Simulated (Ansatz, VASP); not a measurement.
Two plane-wave programs on H

```
H
1.0
     1.77301   -2.85123    0.00000
     1.77301    2.85123    0.00000
     0.00000    0.00000    6.77549
H
4
Direct
  0.55395 0.44605 0.96829
  0.44605 0.55395 0.03171
  0.44605 0.55395 0.46829
  0.55395 0.44605 0.53171
```

Alike in both runs: functional PBE; k mesh 8 × 8 × 4; occupations gaussian, width 0.02 eV; no spin polarisation.

Ansatz relaxed the structure, and its values are those at the end. VASP's run is a single point on that final structure, the one shown.

```csv
,VASP,Ansatz
version,VASP 6.6.1,Ansatz 0.2.0
potentials or method,"VASP PAW PBE potentials, release 64 (H), cutoff 520 eV","scalar-relativistic, plane waves, PAW"
valence electrons in the cell,4,4
```

VASP gave:

| Property | Result |
| --- | --- |
| gap on the k mesh at the Fermi level (eV) | 8.81 |
| least direct gap on the mesh (eV) | 8.95 |
| pressure (GPa) | -0.1 |
| rms of the force components (eV/Å) | 0.005 |

Task: What did Ansatz give for the same quantities?

Result: gap on the k mesh at the Fermi level (eV): 8.81; least direct gap on the mesh (eV): 8.95; pressure (GPa): 0.0; rms of the force components (eV/Å): 0.001.
